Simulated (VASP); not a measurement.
A run of VASP 6.6.1 is set up as follows.

File INCAR:

```
PREC = Accurate
ENCUT = 600
EDIFF = 1E-6
ISMEAR = 1
SIGMA = 0.5
LREAL = False
LASPH = True
NELM = 120
ALGO = Normal
ISIF = 2
LWAVE = False
LCHARG = False
GGA = CA
NBANDS = 12
GGA_COMPAT = False
```

File KPOINTS:

```
Automatic mesh
0
Gamma
  15 15 15
```

Contents of POSCAR:

```
Cu
1.0
   -1.4427933200      1.4427933200      1.3760814500
    1.4427933200     -1.4427933200      1.3760814500
    1.4427933200      1.4427933200     -1.3760814500
Cu
1
Direct
    0.0000000000      0.0000000000      0.0000000000
```

Potentials or basis: VASP PAW LDA potentials, release 64 (Cu).

Run with:

```console
$ cat potpaw_LDA.64/Cu/POTCAR > POTCAR
$ mpirun -np 1 vasp_std > vasp.out
```

(1) Predict the pressure.

(2) What does it give for the band gap on the k mesh?

## Answers

(1) -6.9 GPa.

(2) zero (an odd number of electrons rules out a gap without spin polarisation).

Caveat: the cell stands under tension; so wide a smearing shifts energies and pressures.
